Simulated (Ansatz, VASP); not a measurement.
**CdS: VASP beside Ansatz**

```
Cd S
1.0
     0.00000    2.89047    2.89047
     2.89047    0.00000    2.89047
     2.89047    2.89047    0.00000
Cd S
1 1
Cartesian
  0.0000 0.0000 0.0000
  4.3357 4.3357 4.3357
```

Change from the starting cell: volume scaled by 0.98.

Alike in both runs: task single point; functional PBE; k mesh 8 × 8 × 8; occupations fermi-dirac, width 0.01 eV; no spin polarisation.

```csv
,VASP,Ansatz
version,VASP 6.6.1,Ansatz 0.2.0
potentials or method,"VASP PAW PBE potentials, release 64 (Cd, S), cutoff 520 eV","all-electron LAPW, scalar-relativistic"
```

|  | VASP | Ansatz | Ansatz less VASP |
| --- | --- | --- | --- |
| gap on the k mesh at the Fermi level (eV) | 1.21 | 1.20 | -0.006 |
| pressure (GPa) | 5.1 | 4.8 | -0.37 |

Ansatz ran all-electron here, and VASP with PAW potentials.
